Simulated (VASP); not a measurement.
# CdF2 in VASP: notebook

Runs on CdF2. Level: PBEsol. Tasks: single point.

Everything below comes from runs of VASP 6.6.1. Logs are shortened: lines on timing, memory, paths and dates and some standing lists are left out, and cuts for length are marked.

**1. The cell of the first run**

Symmetry: Fm-3m, No. 225, cubic system. Conventional cell: a = 5.311 Å, b = 5.311 Å, c = 5.311 Å, α = 90.00°, β = 90.00°, γ = 90.00°. Within 3.0 Å of Cd (site symmetry m-3m) lie 8 F at 2.30 Å. F (site symmetry -43m) has 4 Cd at 2.30 Å and 6 F at 2.66 Å within 3.0 Å.

**2. Single point, PBEsol (12.49 Å³/atom)**

Input file INCAR:

```
SYSTEM = CdF2
PREC = Accurate
ENCUT = 700
EDIFF = 1E-6
ISMEAR = 0
SIGMA = 0.05
LREAL = .False.
LASPH = .True.
NELM = 120
ALGO = Normal
ISIF = 2
LWAVE = .False.
LCHARG = .False.
GGA = PS
NBANDS = 24
GGA_COMPAT = .False.
```

Input file KPOINTS:

```
Automatic mesh
0
Gamma
  8 8 8
  0 0 0
```

Input file POSCAR:

```
CdF2
1.0
    0.0000000000      2.6556542378      2.6556542378
    2.6556542378      0.0000000000      2.6556542378
    2.6556542378      2.6556542378      0.0000000000
Cd F
1 2
Direct
    0.0000000000      0.0000000000      0.0000000000
    0.2500000000      0.2500000000      0.2500000000
    0.7500000000      0.7500000000      0.7500000000
```

Potentials or basis: VASP PAW PBE potentials, release 64 (Cd_sv_GW, F).

On the command line:

```bash
cat potpaw_PBE.64/Cd_sv_GW/POTCAR potpaw_PBE.64/F/POTCAR > POTCAR
mpirun -np 1 vasp_std > vasp.out
```

OUTCAR:

```text
SYSTEM = CdF2
   PREC = Accurate
   ENCUT = 700
   EDIFF = 1E-6
   ISMEAR = 0
   LREAL = .False.
   LASPH = .True.
   NELM = 120
   ISIF = 2
   GGA = PS

 ion  position               nearest neighbor table
   1  0.000  0.000  0.000-
   2  0.250  0.250  0.250-
   3  0.750  0.750  0.750-

  LATTYP: Found a face centered cubic cell.
 ALAT       =     5.3113084756

  Lattice vectors:

 A1 = (   0.0000000000,   2.6556542378,   2.6556542378)
 A2 = (   2.6556542378,   0.0000000000,   2.6556542378)
 A3 = (   2.6556542378,   2.6556542378,   0.0000000000)

Analysis of symmetry for initial positions (statically):
=====================================================================
 Subroutine PRICEL returns:
 Original cell was already a primitive cell.

 Routine SETGRP: Setting up the symmetry group for a
 face centered cubic supercell.

 Subroutine GETGRP returns: Found 48 space group operations
 (whereof 48 operations were pure point group operations)
 out of a pool of 48 trial point group operations.

The static configuration has the point symmetry O_h .

Analysis of symmetry for dynamics (positions and initial velocities):
=====================================================================
 Subroutine PRICEL returns:
 Original cell was already a primitive cell.

 Routine SETGRP: Setting up the symmetry group for a
 face centered cubic supercell.

 Subroutine GETGRP returns: Found 48 space group operations
 (whereof 48 operations were pure point group operations)
 out of a pool of 48 trial point group operations.

The dynamic configuration has the point symmetry O_h .

 Subroutine INISYM returns: Found 48 space group operations
 (whereof 48 operations are pure point group operations),
 and found     1 'primitive' translations

----------------------------------------------------------------------------------------

                                     Primitive cell

  volume of cell :      37.4580

  direct lattice vectors                    reciprocal lattice vectors
     0.000000000  2.655654238  2.655654238    -0.188277522  0.188277522  0.188277522
     2.655654238  0.000000000  2.655654238     0.188277522 -0.188277522  0.188277522
     2.655654238  2.655654238  0.000000000     0.188277522  0.188277522 -0.188277522

  length of vectors
     3.755662240  3.755662240  3.755662240     0.326106235  0.326106235  0.326106235

  position of ions in fractional coordinates (direct lattice)
     0.000000000  0.000000000  0.000000000
     0.250000000  0.250000000  0.250000000
     0.750000000  0.750000000  0.750000000

  ion indices of the primitive-cell ions
   primitive index   ion index
                 1           1
                 2           2
                 3           3

----------------------------------------------------------------------------------------

 KPOINTS: Automatic mesh

Automatic generation of k-mesh.
 Grid dimensions read from file:
 generate k-points for:    8    8    8

 Generating k-lattice:

  Cartesian coordinates                     Fractional coordinates (reciprocal lattice)
    -0.023534690  0.023534690  0.023534690     0.125000000  0.000000000  0.000000000
     0.023534690 -0.023534690  0.023534690     0.000000000  0.125000000  0.000000000
     0.023534690  0.023534690 -0.023534690     0.000000000  0.000000000  0.125000000

  Length of vectors
     0.040763279  0.040763279  0.040763279

  Shift w.r.t. Gamma in fractional coordinates (k-lattice)
     0.000000000  0.000000000  0.000000000

 Subroutine IBZKPT returns following result:
 ===========================================

 Found     29 irreducible k-points:

 Following reciprocal coordinates:
            Coordinates               Weight
  0.000000  0.000000  0.000000      1.000000
  0.125000  0.000000  0.000000      8.000000
  0.250000  0.000000  0.000000      8.000000
  0.375000  0.000000  0.000000      8.000000
  0.500000  0.000000  0.000000      4.000000
  0.125000  0.125000  0.000000      6.000000
[... 16 lines left out ...]
  0.500000  0.250000  0.125000     48.000000
 -0.375000  0.250000  0.125000     24.000000
 [... further k-points ...]
   k-points           NKPTS =     29   k-points in BZ     NKDIM =     29   number of bands    NBANDS=     24
   number of dos      NEDOS =    301   number of ions     NIONS =      3
   total plane-waves  NPLWV =  32768
   dimension x,y,z NGX =    32 NGY =   32 NGZ =   32
   dimension x,y,z NGXF=    64 NGYF=   64 NGZF=   64
   ions per type =               1   2
   NGX,Y,Z   is equivalent  to a cutoff of  14.16, 14.16, 14.16 a.u.
   NGXF,Y,Z  is equivalent  to a cutoff of  28.33, 28.33, 28.33 a.u.
 SYSTEM =  CdF2
   PREC   = accura    normal or accurate (medium, high low for compatibility)
   ISTART =      0    job   : 0-new  1-cont  2-samecut
   ICHARG =      2    charge: 1-file 2-atom 10-const
   ISPIN  =      1    spin polarized calculation?
   LNONCOLLINEAR =      F non collinear calculations
   LSORBIT =      F    spin-orbit coupling
   LASPH  =      T    aspherical Exc in radial PAW
   ENCUT  =  700.0 eV  51.45 Ry    7.17 a.u.   8.10  8.10  8.10*2*pi/ulx,y,z
   NELM   =    120;   NELMIN=  2; NELMDL= -5     # of ELM steps
   EDIFF  = 0.1E-05   stopping-criterion for ELM
   LREAL  =      F    real-space projection
   EDIFFG = 0.1E-04   stopping-criterion for IOM
   NSW    =      0    number of steps for IOM
   IBRION =     -1    ionic relax: 0-MD 1-quasi-New 2-CG
   NFREE  =      0    steps in history (QN), initial steepest desc. (CG)
   ISIF   =      2    stress and relaxation
   ISYM   =      2    0-nonsym 1-usesym 2-fastsym
   POTIM  = 0.5000    time-step for ionic-motion
   TEBEG  =    0.0;   TEEND  =   0.0 temperature during run
   PSTRESS=    0.0 pullay stress
   NELECT =      34.0000    total number of electrons
   NUPDOWN=      -1.0000    fix difference up-down
   EMIN   =  10.00;   EMAX   =-10.00  energy-range for DOS
   EFERMI =   0.00;   METHOD = LEGACY
   ISMEAR =     0;   SIGMA  =   0.05  broadening in eV -4-tet -1-fermi 0-gaus
   EFERMI_NEDOS =   21; number of points for ismear=-14 and -15
   IALGO  =     38    algorithm
   IMIX   =      4    mixing-type and parameters
     AMIX     =   0.40;   BMIX     =  1.00
     AMIX_MAG =   1.60;   BMIX_MAG =  1.00
  volume/ion in A,a.u.               =      12.49        84.26
  Fermi-wavevector in a.u.,A,eV,Ry     =   1.585086  2.995379 34.184623  2.512499
  Thomas-Fermi vector in A             =   2.684605
   LORBIT       =      0    0 simple, 1 ext, 2 COOP (PROOUT), +10 PAW based schemes
   GGA     = PS    functional components
   LHFCALC =     F    Hartree Fock is set to
   AEXX    =    0.0000 exact exchange contribution
   IVDW    =     0    specifies the selected vdW correction
   LEPSILON=     F    determine dielectric tensor
   LRPA    =     F    only Hartree local field effects (RPA)
 non-spin polarized calculation
 Gauss-broadening in eV      SIGMA  =   0.05
  energy-cutoff  :      700.00
  volume of cell :       37.46
 maximum number of plane-waves:      1604
   NGX = 17   NGY = 17   NGZ = 17

 number of electron      33.9999992 magnetization

 Free energy of the ion-electron system (eV)
  ---------------------------------------------------
  ext. energy  EPLUGINS =         0.00000000
  ---------------------------------------------------
  free energy    TOTEN  =       -11.69540830 eV

  energy without entropy =      -11.69540830  energy(sigma->0) =      -11.69540830

 E-fermi :   1.4848     XC(G=0): -11.1062

 val. band max:        0.9312529541   @ k =  -0.2500   0.5000   0.2500
 cond. band min:       4.0036160392   @ k =   0.0000   0.0000   0.0000
 fundamental gap:      3.0723630851
 Fermi energy:         1.4847799159

 k-point     1 :       0.0000    0.0000    0.0000
  band No.  band energies     occupation
      1     -97.2861      2.00000
      2     -58.4153      2.00000
      3     -58.4153      2.00000
      4     -58.4153      2.00000
      5     -20.0333      2.00000
      6     -18.7754      2.00000
[... 16 lines left out ...]
     23      20.9152      0.00000
     24      20.9152      0.00000

 k-point     2 :       0.1250    0.0000    0.0000
  band No.  band energies     occupation
      1     -97.2860      2.00000
      2     -58.4158      2.00000
      3     -58.4154      2.00000
      4     -58.4154      2.00000
      5     -19.9764      2.00000
      6     -18.8262      2.00000
[... 16 lines left out ...]
     23      20.5131      0.00000
     24      20.5131      0.00000

 k-point     3 :       0.2500    0.0000    0.0000
  band No.  band energies     occupation
      1     -97.2860      2.00000
      2     -58.4169      2.00000
      3     -58.4156      2.00000
      4     -58.4156      2.00000
      5     -19.8222      2.00000
      6     -18.9632      2.00000
[... 16 lines left out ...]
     23      19.8485      0.00000
     24      20.7102      0.00000

 k-point     4 :       0.3750    0.0000    0.0000
  band No.  band energies     occupation
      1     -97.2860      2.00000
      2     -58.4181      2.00000
      3     -58.4158      2.00000
      4     -58.4158      2.00000
      5     -19.6112      2.00000
      6     -19.1527      2.00000
[... 16 lines left out ...]
     23      19.3837      0.00000
     24      20.1132      0.00000

 k-point     5 :       0.5000    0.0000    0.0000
  band No.  band energies     occupation
      1     -97.2859      2.00000
      2     -58.4186      2.00000
      3     -58.4158      2.00000
      4     -58.4158      2.00000
      5     -19.4223      2.00000
      6     -19.3315      2.00000
[... 451 lines left out ...]
 k-point    22 :       0.3750    0.2500    0.1250
  band No.  band energies     occupation
      1     -97.2859      2.00000
      2     -58.4173      2.00000
      3     -58.4162      2.00000
      4     -58.4158      2.00000
      5     -19.7136      2.00000
      6     -19.0486      2.00000
[... 16 lines left out ...]
     23      20.4131      0.00000
     24      22.9765      0.00000

 k-point    23 :       0.5000    0.2500    0.1250
  band No.  band energies     occupation
      1     -97.2859      2.00000
      2     -58.4179      2.00000
      3     -58.4166      2.00000
      4     -58.4160      2.00000
      5     -19.5433      2.00000
      6     -19.1943      2.00000
[... 16 lines left out ...]
     23      19.9103      0.00000
     24      22.7952      0.00000

 k-point    24 :      -0.3750    0.2500    0.1250
  band No.  band energies     occupation
      1     -97.2859      2.00000
      2     -58.4182      2.00000
      3     -58.4167      2.00000
      4     -58.4161      2.00000
      5     -19.3860      2.00000
      6     -19.3404      2.00000
[... 16 lines left out ...]
     23      19.7194      0.00000
     24      22.9473      0.00000

 [... further k-points ...]

------------------------ aborting loop because EDIFF is reached ----------------------------------------

  FORCE on cell =-STRESS in cart. coord.  units (eV):
  Direction    XX          YY          ZZ          XY          YZ          ZX
  --------------------------------------------------------------------------------------
  -------------------------------------------------------------------------------------
  Total        1.0545395      1.0545395      1.0545395      0.0000000      0.0000000      0.0000000
  in kB       45.1054301     45.1054301     45.1054301      0.0000000      0.0000000      0.0000000
  external PRESSURE =      45.1054301 kB  Pullay stress =       0.0000000 kB

 VOLUME and BASIS-vectors are now :
 -----------------------------------------------------------------------------
  energy-cutoff  :      700.00
  volume of cell :       37.46
      direct lattice vectors                 reciprocal lattice vectors
     0.000000000  2.655654238  2.655654238    -0.188277522  0.188277522  0.188277522
     2.655654238  0.000000000  2.655654238     0.188277522 -0.188277522  0.188277522
     2.655654238  2.655654238  0.000000000     0.188277522  0.188277522 -0.188277522

 POSITION                                       TOTAL-FORCE (eV/Angst)
 -----------------------------------------------------------------------------------
      0.00000      0.00000      0.00000        -0.000000      0.000000     -0.000000
      1.32783      1.32783      1.32783        -0.000000     -0.000000     -0.000000
      3.98348      3.98348      3.98348         0.000000      0.000000      0.000000
 -----------------------------------------------------------------------------------
    total drift:                                0.000000     -0.000000      0.000000

  FREE ENERGIE OF THE ION-ELECTRON SYSTEM (eV)
  ---------------------------------------------------
  free  energy   TOTEN  =       -11.6954082997 eV

  energy  without entropy=      -11.6954082997  energy(sigma->0) =      -11.69540830
```

Run time: 17 s. Hardware: 1 thread of Intel Xeon 6975P-C (Granite Rapids), shared host; peak memory 0.2 GiB.

What came out:

- Free energy: -11.6954 eV
- Pressure: 4.5 GPa
- Band gap on the k mesh: 3.07 eV (least direct gap 3.51 eV)

Caveat: the cell stands under pressure; the PAW data sets were made with another functional, which shifts forces and pressure a little.

**3. Single point, PBEsol (11.97 Å³/atom)**

This run uses another cell than the first one, of 11.97 Å³/atom.

Input file INCAR:

```
ALGO = Normal ; EDIFF = 1E-6
ENCUT = 700 ; GGA = PS
GGA_COMPAT = F ; ISIF = 2
ISMEAR = 0 ; LASPH = T
LCHARG = F ; LREAL = F
LWAVE = F ; NBANDS = 24
NELM = 120 ; PREC = Accurate
SIGMA = 0.05
```

Input file KPOINTS:

```
k-points
0
Gamma
  8 8 8
```

Input file POSCAR:

```
CdF2
1.0
    0.0000000000      2.6008680088      2.6534055426
    2.6008680088      0.0000000000      2.6534055426
    2.6008680088      2.6008680088      0.0000000000
Cd F
1 2
Direct
    0.0000000000      0.0000000000      0.0000000000
    0.2500000000      0.2500000000      0.2500000000
    0.7500000000      0.7500000000      0.7500000000
```

Potentials or basis: VASP PAW PBE potentials, release 64 (Cd_sv_GW, F).

On the command line:

```bash
cat potpaw_PBE.64/Cd_sv_GW/POTCAR potpaw_PBE.64/F/POTCAR > POTCAR
mpirun -np 1 vasp_std > vasp.out
```

It took 36 s on 1 thread of Intel Xeon Platinum 8488C (Sapphire Rapids), shared host; peak memory 0.23 GiB.

Results (log left out):

```yaml
Free_energy: -11.6144 eV
Pressure: 10.7 GPa
Band_gap_on_the_k_mesh: 3.20 eV (least direct gap 3.54 eV)
```

Stress tensor (GPa, compression positive):
```
11.44  0.00  0.00
 0.00 11.44  0.00
 0.00  0.00  9.13
```

Levels at points of the mesh, in eV from the valence-band top:
```
           k point  band 15  band 16  band 17  band 18  band 19  band 20
(0.00, 0.00, 0.00)    -0.40    -0.40    -0.34     3.20    12.85    12.85
(0.50, 0.00, 0.00)    -2.22    -0.34    -0.33     7.71     9.19    14.98
(0.50, 0.50, 0.00)    -0.81    -0.10    -0.10     8.60     9.98    11.82
(0.50, 0.00, 0.50)    -0.68    -0.15    -0.09     8.56     9.92    11.84
```

Caveat: the cell stands under pressure; the PAW data sets were made with another functional, which shifts forces and pressure a little. A k mesh can miss the band edges.
